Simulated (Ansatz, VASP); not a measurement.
Two plane-wave programs on Cs

```
CELL_PARAMETERS angstrom
5.58719 0.00000 0.00000
-2.79359 4.83865 0.00000
0.00000 0.00000 18.33805
ATOMIC_POSITIONS crystal
Cs 0.00000 0.00000 0.00000
Cs 0.00000 0.00000 0.50000
Cs 0.33333 0.66667 0.25000
Cs 0.66667 0.33333 0.75000
```

Alike in both runs: task single point; functional revPBE; k mesh 7 × 7 × 2; occupations fermi-dirac, width 0.1 eV; no spin polarisation.

|  | VASP | Ansatz |
| --- | --- | --- |
| version | VASP 6.6.1 | Ansatz 0.2.0 |
| potentials or method | VASP PAW PBE potentials, release 64 (Cs_sv), cutoff 520 eV | plane waves (420 eV) with PAW, scalar-relativistic |
| valence electrons in the cell | 36 | 36 |

|  | VASP | Ansatz | Ansatz less VASP |
| --- | --- | --- | --- |
| pressure (GPa) | 0.1 | 0.1 | +0.01 |

VASP's potentials were made for PBE, not for revPBE.

Neither program's run includes spin-orbit coupling.
